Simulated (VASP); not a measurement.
Input of a VASP 6.6.1 run:

File INCAR:

```
ALGO     = Normal         # electronic algorithm
EDIFF    = 1E-6           # SCF threshold, eV
ENCUT    = 600            # plane-wave cutoff, eV
GGA      = PE             # functional
GGA_COMPAT= F            
ISIF     = 2              # what is computed and relaxed
ISMEAR   = 0              # smearing method
IVDW     = 12             # dispersion correction
LASPH    = T              # aspherical terms in the spheres
LCHARG   = T              # write CHGCAR
LELF     = T              # ELF
LREAL    = F              # projectors in reciprocal space
LVHAR    = T            
LWAVE    = F              # write WAVECAR
NBANDS   = 16             # bands
NELM     = 120            # most SCF steps
PREC     = Accurate       # precision mode
SIGMA    = 0.05           # smearing width, eV
```

File KPOINTS:

```
k-points
0
Gamma
  10 10 10
```

Contents of POSCAR:

```
NbC
1.0
    0.0000000000      2.1975447353      2.1975447353
    2.1975447353      0.0000000000      2.1975447353
    2.1975447353      2.1975447353      0.0000000000
Nb C
1 1
Direct
    0.0000000000      0.0000000000      0.0000000000
    0.5000000000      0.5000000000      0.5000000000
```

Potentials or basis: VASP PAW PBE potentials, release 64 (Nb_sv, C).

Run with:

```sh
$ cat potpaw_PBE.64/Nb_sv/POTCAR potpaw_PBE.64/C/POTCAR > POTCAR
$ mpirun -np 1 vasp_std > vasp.out
```

**Question.** Predict the dispersion energy per atom.

**Answer.** -0.516 eV.

**Question.** Predict the pressure.

**Answer.** 11.8 GPa.

Caveat: three body term missing; pairwise dispersion overbinds metals, which lowers pressure and volume.
